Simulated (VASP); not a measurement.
# Y (Fd-3m) in VASP: further runs, part 2 of 2

VASP 6.6.1.

### 3 Relaxation of cell and atoms, RPBE

This run uses another cell than the first one, of 44.57 Å³/atom.

Contents of INCAR:

```
PREC     = Accurate       # precision mode
ENCUT    = 500            # plane-wave cutoff, eV
EDIFF    = 1E-7           # SCF threshold, eV
ISMEAR   = -1             # smearing method
SIGMA    = 0.1            # smearing width, eV
LREAL    = F              # projectors in reciprocal space
LASPH    = T              # aspherical terms in the spheres
NELM     = 120            # most SCF steps
ALGO     = Normal         # electronic algorithm
ISIF     = 3              # what is computed and relaxed
LWAVE    = F              # write WAVECAR
LCHARG   = F              # write CHGCAR
GGA      = RP             # functional
IBRION   = 2              # ionic algorithm
NSW      = 80             # ionic steps
EDIFFG   = -0.01          # ionic threshold
GGA_COMPAT= F            
NELMIN   = 4
```

Contents of KPOINTS:

```
Automatic mesh
0
Gamma
  8 8 8
```

Contents of POSCAR:

```
Y
1.0
    0.0000000000      3.5454148505      3.5454148505
    3.5454148505      0.0000000000      3.5454148505
    3.5454148505      3.5454148505      0.0000000000
Y
2
Direct
    0.1250000000      0.1250000000      0.1250000000
    0.8750000000      0.8750000000      0.8750000000
```

Potentials or basis: VASP PAW PBE potentials, release 64 (Y_sv).

Launch:

```console
> cat potpaw_PBE.64/Y_sv/POTCAR > POTCAR
> mpirun -np 1 vasp_std > vasp.out
```

OUTCAR:

```text
PREC = Accurate
   ENCUT = 500
   EDIFF = 1E-7
   ISMEAR = -1
   LREAL = F
   LASPH = T
   NELM = 120
   ISIF = 3
   GGA = RP
   IBRION = 2
   NSW = 80
   EDIFFG = -0.01
   NELMIN = 4

 ion  position               nearest neighbor table
   1  0.125  0.125  0.125-   2 3.07   2 3.07   2 3.07   2 3.07
   2  0.875  0.875  0.875-   1 3.07   1 3.07   1 3.07   1 3.07

  LATTYP: Found a face centered cubic cell.
 ALAT       =     7.0908297010

  Lattice vectors:

 A1 = (   0.0000000000,   3.5454148505,   3.5454148505)
 A2 = (   3.5454148505,   0.0000000000,   3.5454148505)
 A3 = (   3.5454148505,   3.5454148505,   0.0000000000)

Analysis of symmetry for initial positions (statically):
=====================================================================
 Subroutine PRICEL returns:
 Original cell was already a primitive cell.

 Routine SETGRP: Setting up the symmetry group for a
 face centered cubic supercell.

 Subroutine GETGRP returns: Found 48 space group operations
 (whereof 12 operations were pure point group operations)
 out of a pool of 48 trial point group operations.

The static configuration has the point symmetry D_3d.
 The point group associated with its full space group is O_h .

Analysis of symmetry for dynamics (positions and initial velocities):
=====================================================================
 Subroutine PRICEL returns:
 Original cell was already a primitive cell.

 Routine SETGRP: Setting up the symmetry group for a
 face centered cubic supercell.

 Subroutine GETGRP returns: Found 48 space group operations
 (whereof 12 operations were pure point group operations)
 out of a pool of 48 trial point group operations.

The dynamic configuration has the point symmetry D_3d.
 The point group associated with its full space group is O_h .

 Subroutine INISYM returns: Found 48 space group operations
 (whereof 12 operations are pure point group operations),
 and found     1 'primitive' translations

----------------------------------------------------------------------------------------

                                     Primitive cell

  volume of cell :      89.1315

  direct lattice vectors                    reciprocal lattice vectors
     0.000000000  3.545414850  3.545414850    -0.141027220  0.141027220  0.141027220
     3.545414850  0.000000000  3.545414850     0.141027220 -0.141027220  0.141027220
     3.545414850  3.545414850  0.000000000     0.141027220  0.141027220 -0.141027220

  length of vectors
     5.013973766  5.013973766  5.013973766     0.244266310  0.244266310  0.244266310

  position of ions in fractional coordinates (direct lattice)
     0.125000000  0.125000000  0.125000000
     0.875000000  0.875000000  0.875000000

  ion indices of the primitive-cell ions
   primitive index   ion index
                 1           1
                 2           2

----------------------------------------------------------------------------------------

 KPOINTS: Automatic mesh

Automatic generation of k-mesh.
 Grid dimensions read from file:
 generate k-points for:    8    8    8

 Generating k-lattice:

[... 53 lines left out ...]
   ISTART =      0    job   : 0-new  1-cont  2-samecut
   ICHARG =      2    charge: 1-file 2-atom 10-const
   ISPIN  =      1    spin polarized calculation?
   LNONCOLLINEAR =      F non collinear calculations
   LSORBIT =      F    spin-orbit coupling
   LASPH  =      T    aspherical Exc in radial PAW
   ENCUT  =  500.0 eV  36.75 Ry    6.06 a.u.   9.14  9.14  9.14*2*pi/ulx,y,z
   NELM   =    120;   NELMIN=  4; NELMDL= -5     # of ELM steps
   EDIFF  = 0.1E-06   stopping-criterion for ELM
   LREAL  =      F    real-space projection
   EDIFFG = -.1E-01   stopping-criterion for IOM
   NSW    =     80    number of steps for IOM
   IBRION =      2    ionic relax: 0-MD 1-quasi-New 2-CG
   NFREE  =      1    steps in history (QN), initial steepest desc. (CG)
   ISIF   =      3    stress and relaxation
   ISYM   =      2    0-nonsym 1-usesym 2-fastsym
   POTIM  = 0.5000    time-step for ionic-motion
   TEBEG  =    0.0;   TEEND  =   0.0 temperature during run
   PSTRESS=    0.0 pullay stress
   NELECT =      22.0000    total number of electrons
   NUPDOWN=      -1.0000    fix difference up-down
   EMIN   =  10.00;   EMAX   =-10.00  energy-range for DOS
   EFERMI =   0.00;   METHOD = LEGACY
   ISMEAR =    -1;   SIGMA  =   0.10  broadening in eV -4-tet -1-fermi 0-gaus
   EFERMI_NEDOS =   21; number of points for ismear=-14 and -15
   IALGO  =     38    algorithm
   IMIX   =      4    mixing-type and parameters
     AMIX     =   0.40;   BMIX     =  1.00
     AMIX_MAG =   1.60;   BMIX_MAG =  1.00
  volume/ion in A,a.u.               =      44.57       300.74
  Fermi-wavevector in a.u.,A,eV,Ry     =   1.026925  1.940607 14.348359  1.054575
  Thomas-Fermi vector in A             =   2.160843
   LORBIT       =      0    0 simple, 1 ext, 2 COOP (PROOUT), +10 PAW based schemes
   GGA     = RP    functional components
   LHFCALC =     F    Hartree Fock is set to
   AEXX    =    0.0000 exact exchange contribution
   IVDW    =     0    specifies the selected vdW correction
   LEPSILON=     F    determine dielectric tensor
   LRPA    =     F    only Hartree local field effects (RPA)
 conjugate gradient relaxation of ions
 non-spin polarized calculation
  energy-cutoff  :      500.00
  volume of cell :       89.13
 maximum number of plane-waves:      2276
 NGX is ok and might be reduce to    40
   NGX = 19   NGY = 19   NGZ = 19

--------------------------------------- Ionic step        1  -------------------------------------------

 number of electron      21.9999999 magnetization

 Free energy of the ion-electron system (eV)
  ---------------------------------------------------
  ext. energy  EPLUGINS =         0.00000000
  ---------------------------------------------------
  free energy    TOTEN  =        -8.32759598 eV

  energy without entropy =       -8.18277881  energy(sigma->0) =       -8.25518740

------------------------ aborting loop because EDIFF is reached ----------------------------------------

  FORCE on cell =-STRESS in cart. coord.  units (eV):
  Direction    XX          YY          ZZ          XY          YZ          ZX
  --------------------------------------------------------------------------------------
  -------------------------------------------------------------------------------------
  Total        0.4733013      0.4733013      0.4733013      0.0000000      0.0000000      0.0000000
  in kB        8.5077973      8.5077973      8.5077973      0.0000000      0.0000000      0.0000000
  external PRESSURE =       8.5077973 kB  Pullay stress =       0.0000000 kB
[... 131 lines left out ...]
--------------------------------------- Ionic step        5  -------------------------------------------

 number of electron      21.9999999 magnetization

 Free energy of the ion-electron system (eV)
  ---------------------------------------------------
  ext. energy  EPLUGINS =         0.00000000
  ---------------------------------------------------
  free energy    TOTEN  =        -8.35972576 eV

  energy without entropy =       -8.16486801  energy(sigma->0) =       -8.26229689

 E-fermi :   0.8428     XC(G=0):  -7.5342

 val. band max:        0.8321823434   @ k =  -0.2500   0.3750   0.1250
 cond. band min:       0.8521273850   @ k =   0.1250   0.0000   0.0000
 fundamental gap:      0.0199450416
 Fermi energy:         0.8427782139

 k-point     1 :       0.0000    0.0000    0.0000
  band No.  band energies     occupation
      1     -42.7118      2.00000
      2     -42.5660      2.00000
      3     -22.8170      2.00000
      4     -22.8170      2.00000
      5     -22.8170      2.00000
      6     -22.4414      2.00000
      7     -22.4414      2.00000
      8     -22.4414      2.00000
      9      -2.6252      2.00000
     10       0.9588      0.47738
     11       0.9588      0.47738
     12       1.1826      0.06471
     13       1.1826      0.06471
     14       1.1826      0.06471
[... 401 lines left out ...]
      2     -42.6134      2.00000
      3     -22.8938      2.00000
      4     -22.8723      2.00000
      5     -22.7357      2.00000
      6     -22.5284      2.00000
      7     -22.3847      2.00000
      8     -22.3654      2.00000
      9      -0.6204      2.00000
     10       0.1290      1.99841
     11       0.6027      1.83381
     12       0.9759      0.41797
     13       1.1354      0.10172
     14       1.4973      0.00287
     15       1.8390      0.00009

 [... further k-points ...]

------------------------ aborting loop because EDIFF is reached ----------------------------------------

  FORCE on cell =-STRESS in cart. coord.  units (eV):
  Direction    XX          YY          ZZ          XY          YZ          ZX
  --------------------------------------------------------------------------------------
  -------------------------------------------------------------------------------------
  Total        0.0181153      0.0181153      0.0181153      0.0000000      0.0000000     -0.0000000
  in kB        0.2805236      0.2805236      0.2805236      0.0000000      0.0000000     -0.0000000
  external PRESSURE =       0.2805236 kB  Pullay stress =       0.0000000 kB
[... 17 lines left out ...]
  FREE ENERGIE OF THE ION-ELECTRON SYSTEM (eV)
  ---------------------------------------------------
  free  energy   TOTEN  =        -8.3597257621 eV

  energy  without entropy=       -8.1648680103  energy(sigma->0) =       -8.26229689

 reached required accuracy - stopping structural energy minimisation
```

Run time: 6.1 min. Hardware: 1 thread of AMD EPYC 7R13, shared host; peak memory 0.23 GiB.

What came out:

```yaml
Free_energy: -8.3597 eV
Relaxed_volume: 51.73 Å³/atom
Relaxed_cell: a = 5.269 Å, b = 5.269 Å, c = 5.269 Å, α = 60.00°, β = 60.00°, γ = 60.00°
Space_group_after_relaxing_to_0.1_Å: Fd-3m (No. 227)
Energy_gained_by_relaxing: 16.1 meV/atom
Ionic_steps: 5
Pressure_after_relaxing: 0.0 GPa
Band_gap_on_the_k_mesh: zero (bands 11 and 12 overlap by 1.04 eV)
```

The path:
```
step  energy change (eV)  largest force (eV/Å)  pressure (GPa)  volume (Å³)
   1              0.0000                0.0000            0.85        89.13
   2             -0.0135                0.0000            0.56        92.22
   3             -0.0287                0.0000            0.21        98.87
   4             -0.0220                0.0000           -0.37       113.11
   5             -0.0321                0.0000            0.03       103.46
```

Final structure:
```yaml
crystal:
  lattice:
    - [0.00000, 3.72608, 3.72608]
    - [3.72608, 0.00000, 3.72608]
    - [3.72608, 3.72608, 0.00000]
  atoms:
    - { symbol: Y, position: [0.12500, 0.12500, 0.12500] }
    - { symbol: Y, position: [0.87500, 0.87500, 0.87500] }
```

Caveat: the volume moved by over 15 % at a fixed basis, so the end points are rough; the PAW data sets were made with another functional, which shifts forces and pressure a little.

### 4 Single point, RPBE

Contents of INCAR:

```
ALGO = Normal
EDIFF = 1E-6
ENCUT = 500
GGA = RP
GGA_COMPAT = False
ISIF = 2
ISMEAR = -1
LASPH = True
LCHARG = False
LREAL = False
LWAVE = False
NBANDS = 18
NELM = 120
PREC = Accurate
SIGMA = 0.1
```

Contents of KPOINTS:

```
k-points
0
Gamma
  12 12 12
```

Contents of POSCAR:

```
Y
1.0
    0.0000000000      3.7302859181      3.7302859181
    3.7302859181      0.0000000000      3.7302859181
    3.7302859181      3.7302859181      0.0000000000
Y
2
Direct
    0.1250000000      0.1250000000      0.1250000000
    0.8750000000      0.8750000000      0.8750000000
```

Launch:

```console
> cat potpaw_PBE.64/Y_sv/POTCAR > POTCAR
> mpirun -np 1 vasp_std > vasp.out
```

Run time: 4.1 min. Hardware: 1 thread of AMD EPYC 7R13, shared host; peak memory 0.28 GiB.

Results (log left out):

```yaml
Free_energy: -8.3606 eV
Pressure: 0.0 GPa
Band_gap_on_the_k_mesh: zero (bands 11 and 12 overlap by 1.04 eV)
```

Levels at points of the mesh, in eV from the Fermi level:
```csv
k point,band 9,band 10,band 11,band 12,band 13,band 14
"(0.00, 0.00, 0.00)",-3.47,0.12,0.12,0.34,0.34,0.34
"(0.50, 0.00, 0.00)",-1.85,-0.56,0.10,0.10,0.30,0.44
"(0.50, 0.50, 0.00)",-0.73,-0.73,-0.50,-0.50,0.55,0.55
```

Caveat: the PAW data sets were made with another functional, which shifts forces and pressure a little.

### 5 The runs side by side

```tsv
task	cell	k mesh	gap on the mesh (eV)	pressure (GPa)
single point	a = 5.275 Å, angles 60.0°, 2 atoms	8 × 8 × 8	none	0.0
relaxation of cell and atoms	relaxed from a = 5.014 Å, angles 60.0°, 2 atoms	8 × 8 × 8	none	0.0
single point	a = 5.275 Å, angles 60.0°, 2 atoms	12 × 12 × 12	none	0.0
```

Alike in all rows: level RPBE; potentials or basis VASP PAW PBE potentials, release 64 (Y_sv); no spin polarisation; cutoff (eV) 500; smearing fermi-dirac 0.1 eV.

Caveats: the PAW data sets were made with another functional, which shifts forces and pressure a little; the volume moved by over 15 % at a fixed basis, so the end points are rough (at least some runs).

Absolute energies hang on the potentials; compare differences alone.
